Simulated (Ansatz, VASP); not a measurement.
Ca in VASP and in Ansatz

File INCAR:

```
ALGO = Normal
EDIFF = 1E-6
ENCUT = 520
GGA = PS
ISIF = 2
ISMEAR = 0
LASPH = True
LCHARG = False
LREAL = False
LWAVE = False
NBANDS = 11
NELM = 60
PREC = Accurate
SIGMA = 0.15
```

File KPOINTS:

```
k-points
0
Gamma
  14 14 14
```

The input POSCAR:

```
Ca
1.0
    0.0000000000      2.8361130000      2.7942000000
    2.8361130000      0.0000000000      2.7942000000
    2.8361130000      2.8361130000      0.0000000000
Ca
1
Direct
    0.0000000000      0.0000000000      0.0000000000
```

Input for Ansatz:

```yaml
crystal:
  lattice:
    - [0.0, 2.836113, 2.7942]
    - [2.836113, 0.0, 2.7942]
    - [2.836113, 2.836113, 0.0]
  atoms:
    - { symbol: Ca, position: [0.0, 0.0, 0.0] }
basis:
  ecutwfc: 420
kpoints:
  mp_grid: { grid: [14, 14, 14] }
hamiltonian:
  xc: pbesol
scf:
  occupations: { method: gaussian, width: 0.15 }
output:
  forces: true
  stress: true
  eigenvalues: true
```

Change from the starting cell: strain +0.015 along x and y, +0.000 along z, atoms carried along.

Alike in both runs: task single point; functional PBEsol; k mesh 14 × 14 × 14; occupations gaussian, width 0.15 eV; no spin polarisation.

|  | VASP | Ansatz |
| --- | --- | --- |
| version | VASP 6.6.1 | Ansatz 0.2.0 |
| potentials or method | VASP PAW PBE potentials, release 64 (Ca_sv), cutoff 520 eV | scalar-relativistic, plane waves, PAW |
| valence electrons in the cell | 10 | 10 |

```tsv
	VASP	Ansatz	Ansatz less VASP
gap on the k mesh at the Fermi level (eV)	none	none	-
pressure (GPa)	-1.6	-1.6	+0.01
traceless stress, the component that is largest in VASP (GPa)	0.07	0.07	0.000
```

VASP's potentials were made for PBE, not for PBEsol. A gap of «none» marks a metal or a gap that the smearing closes. With one functional, cell and mesh, what is left measures potentials, basis and numerics.
